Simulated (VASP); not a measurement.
# Ca in VASP: notebook

Runs on Ca. Level: LDA. Tasks: single point.

Everything below comes from runs of VASP 6.6.1. Logs are shortened: lines on timing, memory, paths and dates and some standing lists are left out, and cuts for length are marked.

### 1 The cell of the first run

The cell holds a slab with vacuum, 7 atoms: a = 3.775 Å, b = 5.339 Å, c = 26.325 Å, α = 90.00°, β = 90.00°, γ = 90.00°.

### 2 Single point, LDA

Contents of INCAR:

```
SYSTEM = Ca
  PREC = Accurate
  ENCUT = 520
  EDIFF = 1E-7
  ISMEAR = 0
  SIGMA = 0.1
  LREAL = .FALSE.
  LASPH = .TRUE.
  NELM = 80
  ALGO = Fast
  ISIF = 2
  LWAVE = .FALSE.
  LCHARG = .TRUE.
  LDIPOL = .TRUE.
  IDIPOL = 3
  DIPOL = 0.5 0.5 0.500
  GGA = CA
  LELF = .TRUE.
  LVHAR = .TRUE.
  LVACPOTAV = .TRUE.
  NBANDS = 44
```

Contents of KPOINTS:

```
regular mesh
0
G
  9 7 1
  0 0 0
```

Contents of POSCAR:

```
Ca
1.0
    3.7750735674      0.0000000000      0.0000000000
    0.0000000000      5.3387602380      0.0000000000
    0.0000000000      0.0000000000     26.3252207023
Ca
7
Direct
    0.5000000000      0.5000000000      0.2848978964
    0.0000000000      0.0000000000      0.3565985976
    0.5000000000      0.5000000000      0.4282992988
    0.0000000000      0.0000000000      0.5000000000
    0.5000000000      0.5000000000      0.5717007012
    0.0000000000      0.0000000000      0.6434014024
    0.5000000000      0.5000000000      0.7151021036
```

Potentials or basis: VASP PAW LDA potentials, release 64 (Ca_sv).

Started as:

```
$ cat potpaw_LDA.64/Ca_sv/POTCAR > POTCAR
$ mpirun -np 1 vasp_std > vasp.out
```

OUTCAR:

```text
SYSTEM = Ca
   PREC = Accurate
   ENCUT = 520
   EDIFF = 1E-7
   ISMEAR = 0
   LREAL = .FALSE.
   LASPH = .TRUE.
   NELM = 80
   ISIF = 2
   GGA = CA

 ion  position               nearest neighbor table
   1  0.500  0.500  0.285-
   2  0.000  0.000  0.357-
   3  0.500  0.500  0.428-
   4  0.000  0.000  0.500-
   5  0.500  0.500  0.572-
   6  0.000  0.000  0.643-
   7  0.500  0.500  0.715-

  LATTYP: Found a simple orthorhombic cell.
 ALAT       =     3.7750735674
 B/A-ratio  =     1.4142135624
 C/A-ratio  =     6.9734324993

  Lattice vectors:

 A1 = (   3.7750735674,   0.0000000000,   0.0000000000)
 A2 = (   0.0000000000,   5.3387602380,   0.0000000000)
 A3 = (   0.0000000000,   0.0000000000,  26.3252207023)

Analysis of symmetry for initial positions (statically):
=====================================================================
 Subroutine PRICEL returns:
 Original cell was already a primitive cell.

 Routine SETGRP: Setting up the symmetry group for a
 simple orthorhombic supercell.

 Subroutine GETGRP returns: Found  8 space group operations
 (whereof  8 operations were pure point group operations)
 out of a pool of  8 trial point group operations.

The static configuration has the point symmetry D_2h.

Analysis of symmetry for dynamics (positions and initial velocities):
=====================================================================
 Subroutine PRICEL returns:
 Original cell was already a primitive cell.

 Routine SETGRP: Setting up the symmetry group for a
 simple orthorhombic supercell.

 Subroutine GETGRP returns: Found  8 space group operations
 (whereof  8 operations were pure point group operations)
 out of a pool of  8 trial point group operations.

The dynamic configuration has the point symmetry D_2h.

 Subroutine INISYM returns: Found  8 space group operations
 (whereof  8 operations are pure point group operations),
 and found     1 'primitive' translations

[... 99 lines left out ...]
   EDIFF  = 0.1E-06   stopping-criterion for ELM
   LREAL  =      F    real-space projection
   EDIFFG = 0.1E-05   stopping-criterion for IOM
   NSW    =      0    number of steps for IOM
   IBRION =     -1    ionic relax: 0-MD 1-quasi-New 2-CG
   NFREE  =      0    steps in history (QN), initial steepest desc. (CG)
   ISIF   =      2    stress and relaxation
   ISYM   =      2    0-nonsym 1-usesym 2-fastsym
   POTIM  = 0.5000    time-step for ionic-motion
   TEBEG  =    0.0;   TEEND  =   0.0 temperature during run
   PSTRESS=    0.0 pullay stress
   NELECT =      70.0000    total number of electrons
   NUPDOWN=      -1.0000    fix difference up-down
   EMIN   =  10.00;   EMAX   =-10.00  energy-range for DOS
   EFERMI =   0.00;   METHOD = LEGACY
   ISMEAR =     0;   SIGMA  =   0.10  broadening in eV -4-tet -1-fermi 0-gaus
   EFERMI_NEDOS =   21; number of points for ismear=-14 and -15
   IALGO  =     68    algorithm
   IMIX   =      4    mixing-type and parameters
     AMIX     =   0.40;   BMIX     =  1.00
     AMIX_MAG =   1.60;   BMIX_MAG =  1.00
  volume/ion in A,a.u.               =      75.79       511.49
  Fermi-wavevector in a.u.,A,eV,Ry     =   0.833415  1.574927  9.450353  0.694581
  Thomas-Fermi vector in A             =   1.946636
   LORBIT       =      0    0 simple, 1 ext, 2 COOP (PROOUT), +10 PAW based schemes
   GGA     = CA    functional components
   LHFCALC =     F    Hartree Fock is set to
   AEXX    =    0.0000 exact exchange contribution
   IVDW    =     0    specifies the selected vdW correction
   LEPSILON=     F    determine dielectric tensor
   LRPA    =     F    only Hartree local field effects (RPA)
 non-spin polarized calculation
 RMM-DIIS sequential band-by-band and
 Gauss-broadening in eV      SIGMA  =   0.10
  energy-cutoff  :      520.00
  volume of cell :      530.56
 maximum number of plane-waves:     14341
   NGX = 15   NGY = 19   NGZ = 97

 dipolmoment           0.000000      0.000000      0.000000 electrons x Angstroem

 number of electron      69.9999988 magnetization

 dipolmoment           0.000000      0.000000     -0.000000 electrons x Angstroem

 Free energy of the ion-electron system (eV)
  ---------------------------------------------------
  ext. energy  EPLUGINS =         0.00000000
  ---------------------------------------------------
  free energy    TOTEN  =       -13.85606985 eV

  energy without entropy =      -13.79930982  energy(sigma->0) =      -13.82768984

 E-fermi :  -0.2331     XC(G=0):  -4.9366

 val. band max:       -0.2416708098   @ k =   0.0000   0.0000   0.0000
 cond. band min:      -0.2296776477   @ k =   0.0000   0.1429   0.0000
 fundamental gap:      0.0119931621
 Fermi energy:        -0.2330647778

 k-point     1 :       0.0000    0.0000    0.0000
  band No.  band energies     occupation
      1     -42.3743      2.00000
      2     -42.3743      2.00000
      3     -41.6025      2.00000
      4     -41.6017      2.00000
      5     -41.5772      2.00000
      6     -41.5441      2.00000
[... 929 lines left out ...]
     43       0.5394      0.00000
     44       0.8389      0.00000

------------------------ aborting loop because EDIFF is reached ----------------------------------------

  FORCE on cell =-STRESS in cart. coord.  units (eV):
  Direction    XX          YY          ZZ          XY          YZ          ZX
  --------------------------------------------------------------------------------------
  -------------------------------------------------------------------------------------
  Total        0.3010975     -1.9992866     -0.5932765      0.0000000      0.0000000      0.0000000
  in kB        0.9092427     -6.0373699     -1.7915538      0.0000000      0.0000000      0.0000000
  external PRESSURE =      -2.3065603 kB  Pullay stress =       0.0000000 kB

 VOLUME and BASIS-vectors are now :
 -----------------------------------------------------------------------------
  energy-cutoff  :      520.00
  volume of cell :      530.56
      direct lattice vectors                 reciprocal lattice vectors
     3.775073567  0.000000000  0.000000000     0.264895500  0.000000000  0.000000000
     0.000000000  5.338760238  0.000000000     0.000000000  0.187309404  0.000000000
     0.000000000  0.000000000 26.325220702     0.000000000  0.000000000  0.037986386

 POSITION                                       TOTAL-FORCE (eV/Angst)
 -----------------------------------------------------------------------------------
      1.88754      2.66938      7.50000         0.000000     -0.000000      0.058375
      0.00000      0.00000      9.38754         0.000000     -0.000000      0.025987
      1.88754      2.66938     11.27507        -0.000000      0.000000     -0.084462
      0.00000      0.00000     13.16261        -0.000000     -0.000000      0.000000
      1.88754      2.66938     15.05015        -0.000000      0.000000      0.084462
      0.00000      0.00000     16.93768        -0.000000     -0.000000     -0.025987
      1.88754      2.66938     18.82522        -0.000000     -0.000000     -0.058375
 -----------------------------------------------------------------------------------
    total drift:                                0.000000      0.000000      0.000000

  FREE ENERGIE OF THE ION-ELECTRON SYSTEM (eV)
  ---------------------------------------------------
  free  energy   TOTEN  =       -13.8560698504 eV

  energy  without entropy=      -13.7993098235  energy(sigma->0) =      -13.82768984

 vacuum level on the upper side and lower side of the slab         2.689         2.689
```

OSZICAR:

```text
N       E                     dE             d eps       ncg     rms          rms(c)
DAV:   1     0.607974656434E+03    0.60797E+03   -0.34521E+04  2288   0.132E+03
DAV:   2     0.285665445791E+02   -0.57941E+03   -0.57390E+03  1952   0.396E+02
DAV:   3    -0.862286527474E+01   -0.37189E+02   -0.36625E+02  2860   0.664E+01
[... 28 lines left out ...]
RMM:  32    -0.138560692733E+02   -0.30697E-06   -0.31237E-06  1367   0.175E-03    0.220E-04
RMM:  33    -0.138560694850E+02   -0.21164E-06   -0.21689E-06  1313   0.155E-03    0.265E-04
RMM:  34    -0.138560696474E+02   -0.16247E-06   -0.16775E-06  1214   0.135E-03    0.323E-04
RMM:  35    -0.138560697608E+02   -0.11336E-06   -0.11924E-06  1374   0.130E-03    0.928E-05
RMM:  36    -0.138560698504E+02   -0.89588E-07   -0.93636E-07  1170   0.112E-03
   1 F= -.13856070E+02 E0= -.13827690E+02  d E =-.567600E-01
```

stdout:

```text
POSCAR found type information on POSCAR Ca
 POSCAR found :  1 types and       7 ions
 scaLAPACK will be used
 LDA part: xc-table for (Slater(with rela. corr.)+CA(PZ))
 , standard interpolation
 POSCAR, INCAR and KPOINTS ok, starting setup
[... 37 lines left out ...]
 num prob  num prob  num prob  num prob  num prob  num prob RMM:  36    -0.138560698504E+02   -0.89588E-07   -0.93636E-07  1170   0.112E-03
 -----------------------------------------------------------------------------
|                                                                             |
|           W    W    AA    RRRRR   N    N  II  N    N   GGGG   !!!           |
|           W    W   A  A   R    R  NN   N  II  NN   N  G    G  !!!           |
|           W    W  A    A  R    R  N N  N  II  N N  N  G       !!!           |
|           W WW W  AAAAAA  RRRRR   N  N N  II  N  N N  G  GGG   !
```

Wall time 43 min (1 thread of Intel Xeon 8259CL, shared host); peak memory 0.55 GiB.

What came out:

```
Free energy                     : -13.8561 eV
Largest force                   : 0.084 eV/Å
Band gap on the k mesh          : zero (bands 35 and 36 overlap by 0.16 eV)
Work function of the upper face : 2.92 eV
Work function of the lower face : 2.92 eV
```

Forces in eV/Å, atoms in the order of the input:
```
Ca   0.000  0.000  0.058
Ca   0.000  0.000  0.026
Ca   0.000  0.000 -0.084
Ca   0.000  0.000  0.000
Ca   0.000  0.000  0.084
Ca   0.000  0.000 -0.026
Ca   0.000  0.000 -0.058
```

### 3 Single point, LDA

Contents of INCAR:

```
SYSTEM = Ca
PREC = Accurate
ENCUT = 520
EDIFF = 1E-6
ISMEAR = 0
SIGMA = 0.1
LREAL = .FALSE.
LASPH = .TRUE.
NELM = 100
ALGO = Fast
ISIF = 2
LWAVE = .FALSE.
LCHARG = .FALSE.
LDIPOL = .TRUE.
IDIPOL = 3
DIPOL = 0.5 0.5 0.500
NBANDS = 44
```

Contents of KPOINTS:

```
Automatic mesh
0
G
  9 7 1
  0 0 0
```

Contents of POSCAR:

```
Ca
1.0
    3.7750735674      0.0000000000      0.0000000000
    0.0000000000      5.3387602380      0.0000000000
    0.0000000000      0.0000000000     26.3252207023
Ca
7
Direct
    0.5000000000      0.5000000000      0.2881150853
    0.0000000000      0.0000000000      0.3584358774
    0.5000000000      0.5000000000      0.4280344419
    0.0000000000      0.0000000000      0.5000000230
    0.5000000000      0.5000000000      0.5719655744
    0.0000000000      0.0000000000      0.6415640982
    0.5000000000      0.5000000000      0.7118848997
```

Potentials or basis: VASP PAW LDA potentials, release 64 (Ca_sv).

Started as:

```
$ cat potpaw_LDA.64/Ca_sv/POTCAR > POTCAR
$ mpirun -np 1 vasp_std > vasp.out
```

OUTCAR:

```text
SYSTEM = Ca
   PREC = Accurate
   ENCUT = 520
   EDIFF = 1E-6
   ISMEAR = 0
   LREAL = .FALSE.
   LASPH = .TRUE.
   NELM = 100
   ISIF = 2

 ion  position               nearest neighbor table
   1  0.500  0.500  0.288-
   2  0.000  0.000  0.358-
   3  0.500  0.500  0.428-
   4  0.000  0.000  0.500-
   5  0.500  0.500  0.572-
   6  0.000  0.000  0.642-
   7  0.500  0.500  0.712-

  LATTYP: Found a simple orthorhombic cell.
 ALAT       =     3.7750735674
 B/A-ratio  =     1.4142135624
 C/A-ratio  =     6.9734324993

  Lattice vectors:

 A1 = (   3.7750735674,   0.0000000000,   0.0000000000)
 A2 = (   0.0000000000,   5.3387602380,   0.0000000000)
 A3 = (   0.0000000000,   0.0000000000,  26.3252207023)

Analysis of symmetry for initial positions (statically):
=====================================================================
 Subroutine PRICEL returns:
 Original cell was already a primitive cell.

 Routine SETGRP: Setting up the symmetry group for a
 simple orthorhombic supercell.

 Subroutine GETGRP returns: Found  8 space group operations
 (whereof  8 operations were pure point group operations)
 out of a pool of  8 trial point group operations.

The static configuration has the point symmetry D_2h.

Analysis of symmetry for dynamics (positions and initial velocities):
=====================================================================
 Subroutine PRICEL returns:
 Original cell was already a primitive cell.

 Routine SETGRP: Setting up the symmetry group for a
 simple orthorhombic supercell.

 Subroutine GETGRP returns: Found  8 space group operations
 (whereof  8 operations were pure point group operations)
[... 131 lines left out ...]
   LORBIT       =      0    0 simple, 1 ext, 2 COOP (PROOUT), +10 PAW based schemes
   GGA     = CA    functional components
   LHFCALC =     F    Hartree Fock is set to
   AEXX    =    0.0000 exact exchange contribution
   IVDW    =     0    specifies the selected vdW correction
   LEPSILON=     F    determine dielectric tensor
   LRPA    =     F    only Hartree local field effects (RPA)
 non-spin polarized calculation
 RMM-DIIS sequential band-by-band and
 Gauss-broadening in eV      SIGMA  =   0.10
  energy-cutoff  :      520.00
  volume of cell :      530.56
 maximum number of plane-waves:     14341
   NGX = 15   NGY = 19   NGZ = 97

 dipolmoment           0.000000      0.000000      0.000000 electrons x Angstroem

 number of electron      69.9999989 magnetization

 dipolmoment           0.000000      0.000000     -0.000000 electrons x Angstroem

 Free energy of the ion-electron system (eV)
  ---------------------------------------------------
  ext. energy  EPLUGINS =         0.00000000
  ---------------------------------------------------
  free energy    TOTEN  =       -13.86225896 eV

  energy without entropy =      -13.80767088  energy(sigma->0) =      -13.83496492

 E-fermi :  -0.2357     XC(G=0):  -4.9053

 val. band max:       -0.2429525085   @ k =   0.3333   0.1429   0.0000
 cond. band min:      -0.2311922426   @ k =   0.2222   0.2857   0.0000
 fundamental gap:      0.0117602658
 Fermi energy:        -0.2357329295

 k-point     1 :       0.0000    0.0000    0.0000
  band No.  band energies     occupation
      1     -42.3382      2.00000
      2     -42.3382      2.00000
      3     -41.5748      2.00000
      4     -41.5651      2.00000
      5     -41.5624      2.00000
      6     -41.5155      2.00000
[... 929 lines left out ...]
     43       0.5480      0.00000
     44       0.8661      0.00000

------------------------ aborting loop because EDIFF is reached ----------------------------------------

 vacuum level on the upper side and lower side of the slab       (xc-potential included)        -0.186        -0.186

  FORCE on cell =-STRESS in cart. coord.  units (eV):
  Direction    XX          YY          ZZ          XY          YZ          ZX
  --------------------------------------------------------------------------------------
  -------------------------------------------------------------------------------------
  Total        0.4784741     -1.6051299      0.0559242      0.0000000      0.0000000      0.0000000
  in kB        1.4448779     -4.8471105      0.1688778      0.0000000      0.0000000      0.0000000
  external PRESSURE =      -1.0777849 kB  Pullay stress =       0.0000000 kB

 VOLUME and BASIS-vectors are now :
 -----------------------------------------------------------------------------
  energy-cutoff  :      520.00
  volume of cell :      530.56
      direct lattice vectors                 reciprocal lattice vectors
     3.775073567  0.000000000  0.000000000     0.264895500  0.000000000  0.000000000
     0.000000000  5.338760238  0.000000000     0.000000000  0.187309404  0.000000000
     0.000000000  0.000000000 26.325220702     0.000000000  0.000000000  0.037986386

 POSITION                                       TOTAL-FORCE (eV/Angst)
 -----------------------------------------------------------------------------------
      1.88754      2.66938      7.58469         0.000000     -0.000000     -0.008394
      0.00000      0.00000      9.43590        -0.000000      0.000000     -0.001690
      1.88754      2.66938     11.26810        -0.000000     -0.000000      0.001895
      0.00000      0.00000     13.16261        -0.000000     -0.000000      0.000000
      1.88754      2.66938     15.05712        -0.000000     -0.000000     -0.001895
      0.00000      0.00000     16.88932        -0.000000     -0.000000      0.001690
      1.88754      2.66938     18.74053        -0.000000     -0.000000      0.008394
 -----------------------------------------------------------------------------------
    total drift:                                0.000000      0.000000     -0.000000

  FREE ENERGIE OF THE ION-ELECTRON SYSTEM (eV)
  ---------------------------------------------------
  free  energy   TOTEN  =       -13.8622589581 eV

  energy  without entropy=      -13.8076708814  energy(sigma->0) =      -13.83496492

 vacuum level on the upper side and lower side of the slab         2.497         2.497
```

OSZICAR:

```text
N       E                     dE             d eps       ncg     rms          rms(c)
DAV:   1     0.608280469337E+03    0.60828E+03   -0.34553E+04  2296   0.132E+03
DAV:   2     0.288326544014E+02   -0.57945E+03   -0.57387E+03  1940   0.396E+02
DAV:   3    -0.862757029780E+01   -0.37460E+02   -0.36829E+02  2868   0.664E+01
[... 21 lines left out ...]
RMM:  25    -0.138622531468E+02   -0.33173E-05   -0.29497E-05  1682   0.722E-03    0.137E-03
RMM:  26    -0.138622557124E+02   -0.25656E-05   -0.24758E-05  1570   0.583E-03    0.157E-03
RMM:  27    -0.138622571770E+02   -0.14647E-05   -0.13306E-05  1485   0.475E-03    0.219E-03
RMM:  28    -0.138622583135E+02   -0.11365E-05   -0.10297E-05  1660   0.464E-03    0.577E-04
RMM:  29    -0.138622589581E+02   -0.64454E-06   -0.64958E-06  1283   0.349E-03
   1 F= -.13862259E+02 E0= -.13834965E+02  d E =-.545881E-01
```

stdout:

```text
POSCAR found type information on POSCAR Ca
 POSCAR found :  1 types and       7 ions
 scaLAPACK will be used
 LDA part: xc-table for (Slater(with rela. corr.)+CA(PZ))
 , standard interpolation
 POSCAR, INCAR and KPOINTS ok, starting setup
 FFT: planning ... GRIDC
 FFT: planning ... GRID_SOFT
 FFT: planning ... GRID
 WAVECAR not read
 entering main loop
WARNING in EDDRMM: call to ZHEGV failed, returncode =   8  4     29
WARNING in EDDRMM: call to ZHEGV failed, returncode =   6  3     30
WARNING in EDDRMM: call to ZHEGV failed, returncode =   6  3     34
WARNING in EDDRMM: call to ZHEGV failed, returncode =   6  3     29
WARNING in EDDRMM: call to ZHEGV failed, returncode =   6  3     31
WARNING in EDDRMM: call to ZHEGV failed, returncode =   6  3     29
```

Wall time 28 min (1 thread of Intel Xeon 8259CL, shared host); peak memory 0.54 GiB.

Results:

```
Free energy            : -13.8623 eV
Largest force          : 0.008 eV/Å
Band gap on the k mesh : zero (bands 35 and 36 overlap by 0.14 eV)
```

Forces in eV/Å, atoms in the order of the input:
```
Ca   0.000  0.000 -0.008
Ca   0.000  0.000 -0.002
Ca   0.000  0.000  0.002
Ca   0.000  0.000  0.000
Ca   0.000  0.000 -0.002
Ca   0.000  0.000  0.002
Ca   0.000  0.000  0.008
```
